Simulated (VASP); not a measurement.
# Fe (Im-3m) in VASP: further runs

Fe is run at these levels: r2SCAN; tasks: single point.

Everything below comes from runs of VASP 6.6.1. Logs are shortened: lines on timing, memory, paths and dates and some standing lists are left out, and cuts for length are marked.

## 1. The cell of the first run

The structure is cubic, space group Im-3m (No. 229). Conventional cell: a = 2.928 Å, b = 2.928 Å, c = 2.928 Å, α = 90.00°, β = 90.00°, γ = 90.00°. Within 3.3 Å of Fe (site symmetry m-3m) lie 14 Fe at 2.54 to 2.93 Å.

## 2. Single point, r2SCAN, collinear spin, ferromagnetic start

File POSCAR:

```
Fe
1.0
   -1.4640000000      1.4640000000      1.4640000000
    1.4640000000     -1.4640000000      1.4640000000
    1.4640000000      1.4640000000     -1.4640000000
Fe
1
Direct
    0.0000000000      0.0000000000      0.0000000000
```

File INCAR.step1:

```
SYSTEM = Fe
PREC = Accurate
ENCUT = 520
ISMEAR = -1
SIGMA = 0.1
LREAL = .False.
LASPH = .True.
NELM = 150
ISPIN = 2
MAGMOM = 4.93
NUPDOWN = 4.93
LMAXMIX = 4
NBANDS = 14
GGA = PE
ALGO = Normal
EDIFF = 1E-4
LWAVE = .True.
LCHARG = .False.
```

File INCAR.step2:

```
SYSTEM = Fe
PREC = Accurate
ENCUT = 520
EDIFF = 1E-6
ISMEAR = -1
SIGMA = 0.1
LREAL = .False.
LASPH = .True.
NELM = 150
ALGO = Normal
ISIF = 2
LWAVE = .False.
LCHARG = .True.
ISPIN = 2
MAGMOM = 4.93
LORBIT = 11
NUPDOWN = 4.93
LMAXMIX = 4
METAGGA = R2SCAN
LMIXTAU = .True.
LELF = .True.
LVHAR = .True.
NBANDS = 14
ISTART = 1
```

File KPOINTS:

```
regular mesh
0
Gamma
  14 14 14
  0 0 0
```

Potentials or basis: VASP PAW PBE potentials, release 64 (Fe).

On the command line:

```console
> cat potpaw_PBE.64/Fe/POTCAR > POTCAR
> cp INCAR.step1 INCAR
> mpirun -np 1 vasp_std > vasp.out
> cp INCAR.step2 INCAR
> mpirun -np 1 vasp_std > vasp.out
```

OUTCAR:

```text
SYSTEM = Fe
   PREC = Accurate
   ENCUT = 520
   EDIFF = 1E-6
   ISMEAR = -1
   LREAL = .False.
   LASPH = .True.
   NELM = 150
   ISIF = 2
   ISPIN = 2
   LORBIT = 11
   NUPDOWN = 4.93
   METAGGA = R2SCAN
   ISTART = 1

 ion  position               nearest neighbor table
   1  0.000  0.000  0.000-

  LATTYP: Found a body centered cubic cell.
 ALAT       =     2.9280000000

  Lattice vectors:

 A1 = (  -1.4640000000,   1.4640000000,   1.4640000000)
 A2 = (   1.4640000000,  -1.4640000000,   1.4640000000)
 A3 = (   1.4640000000,   1.4640000000,  -1.4640000000)

Analysis of symmetry for initial positions (statically):
=====================================================================
 Subroutine PRICEL returns:
 Original cell was already a primitive cell.

 Routine SETGRP: Setting up the symmetry group for a
 body centered cubic supercell.

 Subroutine GETGRP returns: Found 48 space group operations
 (whereof 48 operations were pure point group operations)
 out of a pool of 48 trial point group operations.

The static configuration has the point symmetry O_h .

Analysis of symmetry for dynamics (positions and initial velocities):
=====================================================================
 Subroutine PRICEL returns:
 Original cell was already a primitive cell.

 Routine SETGRP: Setting up the symmetry group for a
 body centered cubic supercell.

 Subroutine GETGRP returns: Found 48 space group operations
 (whereof 48 operations were pure point group operations)
 out of a pool of 48 trial point group operations.

The dynamic configuration has the point symmetry O_h .

Analysis of structural, dynamic, and magnetic symmetry:
=====================================================================
 Subroutine PRICEL returns:
 Original cell was already a primitive cell.

 Routine SETGRP: Setting up the symmetry group for a
 body centered cubic supercell.

 Subroutine GETGRP returns: Found 48 space group operations
 (whereof 48 operations were pure point group operations)
 out of a pool of 48 trial point group operations.

The overall configuration has the point symmetry O_h .

 Subroutine INISYM returns: Found 48 space group operations
 (whereof 48 operations are pure point group operations),
 and found     1 'primitive' translations

----------------------------------------------------------------------------------------

                                     Primitive cell

  volume of cell :      12.5511

  direct lattice vectors                    reciprocal lattice vectors
    -1.464000000  1.464000000  1.464000000     0.000000000  0.341530055  0.341530055
     1.464000000 -1.464000000  1.464000000     0.341530055  0.000000000  0.341530055
     1.464000000  1.464000000 -1.464000000     0.341530055  0.341530055  0.000000000

  length of vectors
     2.535722382  2.535722382  2.535722382     0.482996435  0.482996435  0.482996435

  position of ions in fractional coordinates (direct lattice)
     0.000000000  0.000000000  0.000000000

  ion indices of the primitive-cell ions
   primitive index   ion index
                 1           1

----------------------------------------------------------------------------------------

 KPOINTS: regular mesh

Automatic generation of k-mesh.
 Grid dimensions read from file:
 generate k-points for:   14   14   14

 Generating k-lattice:

  Cartesian coordinates                     Fractional coordinates (reciprocal lattice)
     0.000000000  0.024395004  0.024395004     0.071428571  0.000000000  0.000000000
     0.024395004  0.000000000  0.024395004     0.000000000  0.071428571  0.000000000
     0.024395004  0.024395004  0.000000000     0.000000000  0.000000000  0.071428571

  Length of vectors
     0.034499745  0.034499745  0.034499745

  Shift w.r.t. Gamma in fractional coordinates (k-lattice)
     0.000000000  0.000000000  0.000000000

 Subroutine IBZKPT returns following result:
 ===========================================

 Found    104 irreducible k-points:

 Following reciprocal coordinates:
            Coordinates               Weight
  0.000000  0.000000  0.000000      1.000000
  0.071429  0.000000  0.000000     12.000000
  0.142857  0.000000  0.000000     12.000000
  0.214286  0.000000  0.000000     12.000000
  0.285714  0.000000  0.000000     12.000000
  0.357143  0.000000  0.000000     12.000000
[... 16 lines left out ...]
  0.285714  0.285714  0.000000     24.000000
  0.357143  0.285714  0.000000     24.000000
 [... further k-points ...]
   k-points           NKPTS =    104   k-points in BZ     NKDIM =    104   number of bands    NBANDS=     14
   number of dos      NEDOS =    301   number of ions     NIONS =      1
   total plane-waves  NPLWV =   8000
   dimension x,y,z NGX =    20 NGY =   20 NGZ =   20
   dimension x,y,z NGXF=    40 NGYF=   40 NGZF=   40
   ions per type =               1
   NGX,Y,Z   is equivalent  to a cutoff of  13.11, 13.11, 13.11 a.u.
   NGXF,Y,Z  is equivalent  to a cutoff of  26.22, 26.22, 26.22 a.u.
 SYSTEM =  Fe
   PREC   = accura    normal or accurate (medium, high low for compatibility)
   ISTART =      1    job   : 0-new  1-cont  2-samecut
   ICHARG =      0    charge: 1-file 2-atom 10-const
   ISPIN  =      2    spin polarized calculation?
   LNONCOLLINEAR =      F non collinear calculations
   LSORBIT =      F    spin-orbit coupling
   LASPH  =      T    aspherical Exc in radial PAW
   ENCUT  =  520.0 eV  38.22 Ry    6.18 a.u.   4.71  4.71  4.71*2*pi/ulx,y,z
   NELM   =    150;   NELMIN=  2; NELMDL=  0     # of ELM steps
   EDIFF  = 0.1E-05   stopping-criterion for ELM
   LREAL  =      F    real-space projection
   EDIFFG = 0.1E-04   stopping-criterion for IOM
   NSW    =      0    number of steps for IOM
   IBRION =     -1    ionic relax: 0-MD 1-quasi-New 2-CG
   NFREE  =      0    steps in history (QN), initial steepest desc. (CG)
   ISIF   =      2    stress and relaxation
   ISYM   =      2    0-nonsym 1-usesym 2-fastsym
   POTIM  = 0.5000    time-step for ionic-motion
   TEBEG  =    0.0;   TEEND  =   0.0 temperature during run
   PSTRESS=    0.0 pullay stress
   NELECT =       8.0000    total number of electrons
   NUPDOWN=       4.9300    fix difference up-down
   EMIN   =  10.00;   EMAX   =-10.00  energy-range for DOS
   EFERMI =   0.00;   METHOD = LEGACY
   ISMEAR =    -1;   SIGMA  =   0.10  broadening in eV -4-tet -1-fermi 0-gaus
   EFERMI_NEDOS =   21; number of points for ismear=-14 and -15
   IALGO  =     38    algorithm
   IMIX   =      4    mixing-type and parameters
     AMIX     =   0.40;   BMIX     =  1.00
     AMIX_MAG =   1.60;   BMIX_MAG =  1.00
  volume/ion in A,a.u.               =      12.55        84.70
  Fermi-wavevector in a.u.,A,eV,Ry     =   1.408890  2.662416 27.007170  1.984971
  Thomas-Fermi vector in A             =   2.531002
   LORBIT       =     11    0 simple, 1 ext, 2 COOP (PROOUT), +10 PAW based schemes
   METAGGA = R2SCAN    functional components
   LHFCALC =     F    Hartree Fock is set to
   AEXX    =    0.0000 exact exchange contribution
   IVDW    =     0    specifies the selected vdW correction
   LEPSILON=     F    determine dielectric tensor
   LRPA    =     F    only Hartree local field effects (RPA)
 spin polarized calculation
  energy-cutoff  :      520.00
  volume of cell :       12.55
 maximum number of plane-waves:       370
   NGX =  9   NGY =  9   NGZ =  9

 number of electron       7.9999998 magnetization       4.9299998

 Free energy of the ion-electron system (eV)
  ---------------------------------------------------
  ext. energy  EPLUGINS =         0.00000000
  ---------------------------------------------------
  free energy    TOTEN  =        -9.61675164 eV

  energy without entropy =       -9.57618161  energy(sigma->0) =       -9.59646663

 E-fermi :   4.7246     XC(G=0): -13.5947

 val. band max:       12.6953270630   @ k =  -0.3571  -0.4286   0.1429
 cond. band min:       4.7263215986   @ k =  -0.4286  -0.4286   0.0714
 fundamental gap:     -7.9690054644
 Fermi energy:        12.7507350272

 spin component 1

 k-point     1 :       0.0000    0.0000    0.0000
  band No.  band energies     occupation
      1      -4.5981      1.00000
      2       0.1845      1.00000
      3       0.1845      1.00000
      4       0.1845      1.00000
      5       1.5975      1.00000
      6       1.5975      1.00000
      7      28.8773      0.00000
      8      28.8773      0.00000
      9      28.8773      0.00000
     10      33.5761      0.00000
     11      33.5761      0.00000
     12      34.3811      0.00000
     13      34.3811      0.00000
     14      34.3811      0.00000
[... 375 lines left out ...]
 k-point    24 :       0.3571    0.2857    0.0000
  band No.  band energies     occupation
      1      -0.8655      1.00000
      2      -0.2822      1.00000
      3       0.1164      1.00000
      4       1.5809      1.00000
      5       1.7266      1.00000
      6       8.5569      1.00000
      7      10.2795      1.00000
      8      12.7801      0.42715
      9      22.0898      0.00000
     10      30.9183      0.00000
     11      32.5327      0.00000
     12      38.5801      0.00000
     13      42.2843      0.00000
     14      46.2548      0.00000

 [... further k-points ...]

 spin component 2

 k-point     1 :       0.0000    0.0000    0.0000
  band No.  band energies     occupation
      1      -2.4385      1.00000
      2       6.0759      0.00000
      3       6.0759      0.00000
      4       6.0759      0.00000
      5       7.1488      0.00000
      6       7.1489      0.00000
      7      30.8780      0.00000
      8      30.8780      0.00000
      9      30.8780      0.00000
     10      35.8161      0.00000
     11      35.8161      0.00000
     12      38.7288      0.00000
     13      38.7289      0.00000
     14      38.7289      0.00000
[... 375 lines left out ...]
 k-point    24 :       0.3571    0.2857    0.0000
  band No.  band energies     occupation
      1       4.0646      0.99864
      2       4.5649      0.83171
      3       4.6018      0.77346
      4       7.3862      0.00000
      5       7.5617      0.00000
      6      12.2988      0.00000
      7      14.0589      0.00000
      8      16.5222      0.00000
      9      25.3595      0.00000
     10      33.6936      0.00000
     11      35.2832      0.00000
     12      42.4495      0.00000
     13      45.7547      0.00000
     14      49.7700      0.00000

 [... further k-points ...]
[... 5 lines left out ...]
  --------------------------------------------------------------------------------------
  -------------------------------------------------------------------------------------
  Total        6.9976985      6.9976985      6.9976985     -0.0000000     -0.0000000      0.0000000
  in kB      893.2696749    893.2696749    893.2696749     -0.0000000     -0.0000000      0.0000000
  external PRESSURE =     893.2696749 kB  Pullay stress =       0.0000000 kB

 VOLUME and BASIS-vectors are now :
 -----------------------------------------------------------------------------
  energy-cutoff  :      520.00
  volume of cell :       12.55
      direct lattice vectors                 reciprocal lattice vectors
    -1.464000000  1.464000000  1.464000000     0.000000000  0.341530055  0.341530055
     1.464000000 -1.464000000  1.464000000     0.341530055  0.000000000  0.341530055
     1.464000000  1.464000000 -1.464000000     0.341530055  0.341530055  0.000000000

 POSITION                                       TOTAL-FORCE (eV/Angst)
 -----------------------------------------------------------------------------------
      0.00000      0.00000      0.00000        -0.000000      0.000000     -0.000000
 -----------------------------------------------------------------------------------
    total drift:                                0.000000     -0.000000      0.000000

  FREE ENERGIE OF THE ION-ELECTRON SYSTEM (eV)
  ---------------------------------------------------
  free  energy   TOTEN  =        -9.6167516423 eV

  energy  without entropy=       -9.5761816099  energy(sigma->0) =       -9.59646663

 total charge

# of ion       s       p       d       tot
------------------------------------------
    1        0.609   0.707   5.703   7.018

 magnetization (x)

# of ion       s       p       d       tot
------------------------------------------
    1        0.177   0.366   4.074   4.617
```

It took 2.9 min on 1 thread of AMD EPYC 9R45 (Zen 5), shared host; peak memory 0.12 GiB.

What came out:

```
Free energy                                           : -9.6168 eV
Pressure                                              : 89.3 GPa
Net moment                                            : 4.93 μB per cell
Site moments                                          : Fe +4.62 μB
Valence electrons inside the program's atomic spheres : Fe 7.02
```

Caveat: the PAW data sets were made with another functional, which shifts forces and pressure a little; the total moment is fixed, so each spin has its own Fermi level.

(Continued in part 2 of 2.)
